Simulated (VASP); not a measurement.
# TlZnBr3 in VASP: notebook

Aim: see how the results for TlZnBr3 move with the level of theory and the settings. Levels: PBE, r2SCAN. Tasks: single point.

All numbers are computed with VASP 6.6.1; they aren't measurements. Logs are shortened: lines on timing, memory, paths and dates and some standing lists are left out, and cuts for length are marked.

## (1) The cell of the first run

Symmetry: Pm-3m, No. 221, cubic system. The conventional cell has a = 5.122 Å, b = 5.122 Å, c = 5.122 Å, α = 90.00°, β = 90.00°, γ = 90.00°. Within 4.8 Å of Tl (site symmetry m-3m) lie 12 Br at 3.62 Å and 8 Zn at 4.44 Å. Within 3.4 Å of Zn (site symmetry m-3m) lie 6 Br at 2.56 Å. Within 3.4 Å of Br (site symmetry 4/mmm) lie 2 Zn at 2.56 Å.

## (2) Single point, PBE (strain -1.5%)

Input file INCAR:

```
PREC = Accurate
ENCUT = 520
EDIFF = 1E-6
ISMEAR = -1
SIGMA = 0.02
LREAL = False
LASPH = True
NELM = 60
ALGO = Normal
ISIF = 2
LWAVE = False
LCHARG = False
GGA = PE
NBANDS = 31
```

Input file KPOINTS:

```
Automatic mesh
0
Gamma
  6 6 6
```

Input file POSCAR:

```
TlZnBr3
1.0
    5.1224262551      0.0000000000      0.0000000000
    0.0000000000      5.1224262551      0.0000000000
    0.0000000000      0.0000000000      5.1224262551
Tl Zn Br
1 1 3
Direct
    0.0000000000      0.0000000000      0.0000000000
    0.5000000000      0.5000000000      0.5000000000
    0.5000000000      0.5000000000      0.0000000000
    0.5000000000      0.0000000000      0.5000000000
    0.0000000000      0.5000000000      0.5000000000
```

Potentials or basis: VASP PAW PBE potentials, release 64 (Tl_d, Zn, Br).

Started as:

```bash
$ cat potpaw_PBE.64/Tl_d/POTCAR potpaw_PBE.64/Zn/POTCAR potpaw_PBE.64/Br/POTCAR > POTCAR
$ mpirun -np 1 vasp_std > vasp.out
```

OUTCAR:

```text
PREC = Accurate
   ENCUT = 520
   EDIFF = 1E-6
   ISMEAR = -1
   LREAL = False
   LASPH = True
   NELM = 60
   ISIF = 2
   GGA = PE

 ion  position               nearest neighbor table
   1  0.000  0.000  0.000-
   2  0.500  0.500  0.500-   3 2.56   4 2.56   5 2.56   3 2.56   4 2.56   5 2.56
   3  0.500  0.500  0.000-   2 2.56   2 2.56
   4  0.500  0.000  0.500-   2 2.56   2 2.56
   5  0.000  0.500  0.500-   2 2.56   2 2.56

  LATTYP: Found a simple cubic cell.
 ALAT       =     5.1224262551

  Lattice vectors:

 A1 = (   5.1224262551,   0.0000000000,   0.0000000000)
 A2 = (   0.0000000000,   5.1224262551,   0.0000000000)
 A3 = (   0.0000000000,   0.0000000000,   5.1224262551)

Analysis of symmetry for initial positions (statically):
=====================================================================
 Subroutine PRICEL returns:
 Original cell was already a primitive cell.

 Routine SETGRP: Setting up the symmetry group for a
 simple cubic supercell.

 Subroutine GETGRP returns: Found 48 space group operations
 (whereof 48 operations were pure point group operations)
 out of a pool of 48 trial point group operations.

The static configuration has the point symmetry O_h .

Analysis of symmetry for dynamics (positions and initial velocities):
=====================================================================
 Subroutine PRICEL returns:
 Original cell was already a primitive cell.

 Routine SETGRP: Setting up the symmetry group for a
 simple cubic supercell.

 Subroutine GETGRP returns: Found 48 space group operations
 (whereof 48 operations were pure point group operations)
 out of a pool of 48 trial point group operations.

The dynamic configuration has the point symmetry O_h .

 Subroutine INISYM returns: Found 48 space group operations
 (whereof 48 operations are pure point group operations),
 and found     1 'primitive' translations

----------------------------------------------------------------------------------------

                                     Primitive cell

  volume of cell :     134.4086

  direct lattice vectors                    reciprocal lattice vectors
     5.122426255  0.000000000  0.000000000     0.195219990  0.000000000  0.000000000
     0.000000000  5.122426255  0.000000000     0.000000000  0.195219990  0.000000000
     0.000000000  0.000000000  5.122426255     0.000000000  0.000000000  0.195219990

  length of vectors
     5.122426255  5.122426255  5.122426255     0.195219990  0.195219990  0.195219990

  position of ions in fractional coordinates (direct lattice)
     0.000000000  0.000000000  0.000000000
     0.500000000  0.500000000  0.500000000
     0.500000000  0.500000000  0.000000000
     0.500000000  0.000000000  0.500000000
     0.000000000  0.500000000  0.500000000

  ion indices of the primitive-cell ions
   primitive index   ion index
                 1           1
                 2           2
                 3           3
                 4           4
                 5           5

----------------------------------------------------------------------------------------

 KPOINTS: Automatic mesh

Automatic generation of k-mesh.
 Grid dimensions read from file:
 generate k-points for:    6    6    6

 Generating k-lattice:

  Cartesian coordinates                     Fractional coordinates (reciprocal lattice)
     0.032536665  0.000000000  0.000000000     0.166666667  0.000000000  0.000000000
     0.000000000  0.032536665  0.000000000     0.000000000  0.166666667  0.000000000
     0.000000000  0.000000000  0.032536665     0.000000000  0.000000000  0.166666667

  Length of vectors
     0.032536665  0.032536665  0.032536665

  Shift w.r.t. Gamma in fractional coordinates (k-lattice)
     0.000000000  0.000000000  0.000000000

 Subroutine IBZKPT returns following result:
 ===========================================

 Found     20 irreducible k-points:

 Following reciprocal coordinates:
            Coordinates               Weight
  0.000000  0.000000  0.000000      1.000000
  0.166667  0.000000  0.000000      6.000000
  0.333333  0.000000  0.000000      6.000000
  0.500000  0.000000  0.000000      3.000000
  0.166667  0.166667  0.000000     12.000000
  0.333333  0.166667  0.000000     24.000000
[... 12 lines left out ...]
  0.500000  0.500000  0.333333      6.000000
  0.500000  0.500000  0.500000      1.000000
   k-points           NKPTS =     20   k-points in BZ     NKDIM =     20   number of bands    NBANDS=     31
   number of dos      NEDOS =    301   number of ions     NIONS =      5
   total plane-waves  NPLWV =  64000
   dimension x,y,z NGX =    40 NGY =   40 NGZ =   40
   dimension x,y,z NGXF=    80 NGYF=   80 NGZF=   80
   ions per type =               1   1   3
   NGX,Y,Z   is equivalent  to a cutoff of  12.98, 12.98, 12.98 a.u.
   NGXF,Y,Z  is equivalent  to a cutoff of  25.96, 25.96, 25.96 a.u.
 SYSTEM =  unknown system
   PREC   = accura    normal or accurate (medium, high low for compatibility)
   ISTART =      0    job   : 0-new  1-cont  2-samecut
   ICHARG =      2    charge: 1-file 2-atom 10-const
   ISPIN  =      1    spin polarized calculation?
   LNONCOLLINEAR =      F non collinear calculations
   LSORBIT =      F    spin-orbit coupling
   LASPH  =      T    aspherical Exc in radial PAW
   ENCUT  =  520.0 eV  38.22 Ry    6.18 a.u.   9.52  9.52  9.52*2*pi/ulx,y,z
   NELM   =     60;   NELMIN=  2; NELMDL= -5     # of ELM steps
   EDIFF  = 0.1E-05   stopping-criterion for ELM
   LREAL  =      F    real-space projection
   EDIFFG = 0.1E-04   stopping-criterion for IOM
   NSW    =      0    number of steps for IOM
   IBRION =     -1    ionic relax: 0-MD 1-quasi-New 2-CG
   NFREE  =      0    steps in history (QN), initial steepest desc. (CG)
   ISIF   =      2    stress and relaxation
   ISYM   =      2    0-nonsym 1-usesym 2-fastsym
   POTIM  = 0.5000    time-step for ionic-motion
   TEBEG  =    0.0;   TEEND  =   0.0 temperature during run
   PSTRESS=    0.0 pullay stress
   NELECT =      46.0000    total number of electrons
   NUPDOWN=      -1.0000    fix difference up-down
   EMIN   =  10.00;   EMAX   =-10.00  energy-range for DOS
   EFERMI =   0.00;   METHOD = LEGACY
   ISMEAR =    -1;   SIGMA  =   0.02  broadening in eV -4-tet -1-fermi 0-gaus
   EFERMI_NEDOS =   21; number of points for ismear=-14 and -15
   IALGO  =     38    algorithm
   IMIX   =      4    mixing-type and parameters
     AMIX     =   0.40;   BMIX     =  1.00
     AMIX_MAG =   1.60;   BMIX_MAG =  1.00
  volume/ion in A,a.u.               =      26.88       181.41
  Fermi-wavevector in a.u.,A,eV,Ry     =   1.145122  2.163967 17.841377  1.311304
  Thomas-Fermi vector in A             =   2.281811
   LORBIT       =      0    0 simple, 1 ext, 2 COOP (PROOUT), +10 PAW based schemes
   GGA     = PE    functional components
   LHFCALC =     F    Hartree Fock is set to
   AEXX    =    0.0000 exact exchange contribution
   IVDW    =     0    specifies the selected vdW correction
   LEPSILON=     F    determine dielectric tensor
   LRPA    =     F    only Hartree local field effects (RPA)
 non-spin polarized calculation
  energy-cutoff  :      520.00
  volume of cell :      134.41
 maximum number of plane-waves:      3695
 NGX is ok and might be reduce to    40
   NGX = 19   NGY = 19   NGZ = 19

 number of electron      45.9999988 magnetization

 Free energy of the ion-electron system (eV)
  ---------------------------------------------------
  ext. energy  EPLUGINS =         0.00000000
  ---------------------------------------------------
  free energy    TOTEN  =       -11.98445258 eV

  energy without entropy =      -11.98445188  energy(sigma->0) =      -11.98445223

 E-fermi :   1.7661     XC(G=0):  -9.1378

 val. band max:        1.5376331609   @ k =   0.5000   0.5000   0.0000
 cond. band min:       1.9397258923   @ k =   0.0000   0.0000   0.0000
 fundamental gap:      0.4020927314
 Fermi energy:         1.7660514747

 k-point     1 :       0.0000    0.0000    0.0000
  band No.  band energies     occupation
      1     -12.8292      2.00000
      2     -11.7968      2.00000
      3     -11.7968      2.00000
      4      -8.0851      2.00000
      5      -8.0851      2.00000
      6      -8.0851      2.00000
[... 23 lines left out ...]
     30       9.1891      0.00000
     31       9.1891      0.00000

 k-point     2 :       0.1667    0.0000    0.0000
  band No.  band energies     occupation
      1     -12.7697      2.00000
      2     -11.8494      2.00000
      3     -11.7932      2.00000
      4      -8.0881      2.00000
      5      -8.0881      2.00000
      6      -8.0875      2.00000
[... 23 lines left out ...]
     30       9.2880      0.00000
     31       9.7755      0.00000

 k-point     3 :       0.3333    0.0000    0.0000
  band No.  band energies     occupation
      1     -12.6190      2.00000
      2     -11.9871      2.00000
      3     -11.7860      2.00000
      4      -8.0967      2.00000
      5      -8.0941      2.00000
      6      -8.0941      2.00000
[... 23 lines left out ...]
     30      10.1562      0.00000
     31      10.2790      0.00000

 k-point     4 :       0.5000    0.0000    0.0000
  band No.  band energies     occupation
      1     -12.5065      2.00000
      2     -12.0936      2.00000
      3     -11.7824      2.00000
      4      -8.1013      2.00000
      5      -8.0971      2.00000
      6      -8.0971      2.00000
[... 499 lines left out ...]
     30       9.7376      0.00000
     31      11.5768      0.00000

 k-point    19 :       0.5000    0.5000    0.3333
  band No.  band energies     occupation
      1     -12.0866      2.00000
      2     -12.0603      2.00000
      3     -12.0603      2.00000
      4      -8.0792      2.00000
      5      -8.0750      2.00000
      6      -8.0744      2.00000
[... 23 lines left out ...]
     30       9.3998      0.00000
     31      11.8550      0.00000

 k-point    20 :       0.5000    0.5000    0.5000
  band No.  band energies     occupation
      1     -12.0581      2.00000
      2     -12.0581      2.00000
      3     -12.0581      2.00000
      4      -8.0745      2.00000
      5      -8.0745      2.00000
      6      -8.0671      2.00000
[... 23 lines left out ...]
     30       9.2981      0.00000
     31      11.3964      0.00000

------------------------ aborting loop because EDIFF is reached ----------------------------------------

  FORCE on cell =-STRESS in cart. coord.  units (eV):
  Direction    XX          YY          ZZ          XY          YZ          ZX
  --------------------------------------------------------------------------------------
  -------------------------------------------------------------------------------------
  Total        2.6484900      2.6484900      2.6484900      0.0000000     -0.0000000      0.0000000
  in kB       31.5705229     31.5705229     31.5705229      0.0000000     -0.0000000      0.0000000
  external PRESSURE =      31.5705229 kB  Pullay stress =       0.0000000 kB

 VOLUME and BASIS-vectors are now :
 -----------------------------------------------------------------------------
  energy-cutoff  :      520.00
  volume of cell :      134.41
      direct lattice vectors                 reciprocal lattice vectors
     5.122426255  0.000000000  0.000000000     0.195219990  0.000000000  0.000000000
     0.000000000  5.122426255  0.000000000     0.000000000  0.195219990  0.000000000
     0.000000000  0.000000000  5.122426255     0.000000000  0.000000000  0.195219990

 POSITION                                       TOTAL-FORCE (eV/Angst)
 -----------------------------------------------------------------------------------
      0.00000      0.00000      0.00000         0.000000      0.000000      0.000000
      2.56121      2.56121      2.56121         0.000000      0.000000      0.000000
      2.56121      2.56121      0.00000         0.000000      0.000000      0.000000
      2.56121      0.00000      2.56121         0.000000      0.000000      0.000000
      0.00000      2.56121      2.56121         0.000000      0.000000      0.000000
 -----------------------------------------------------------------------------------
    total drift:                               -0.000000      0.000000     -0.000000

  FREE ENERGIE OF THE ION-ELECTRON SYSTEM (eV)
  ---------------------------------------------------
  free  energy   TOTEN  =       -11.9844525755 eV

  energy  without entropy=      -11.9844518778  energy(sigma->0) =      -11.98445223
```

It took 29 s on 1 thread of Intel Xeon 6975P-C (Granite Rapids), shared host; peak memory 0.28 GiB.

Results:

```yaml
Free_energy: -11.9845 eV
Pressure: 3.2 GPa
Band_gap_on_the_k_mesh: 0.40 eV, indirect (least direct gap 1.16 eV)
```

Caveat: the cell differs from its parent crystal (strain -1.5%); spin-orbit coupling is left out, which moves the levels of the heavy elements.

[end of part 1 of 3]
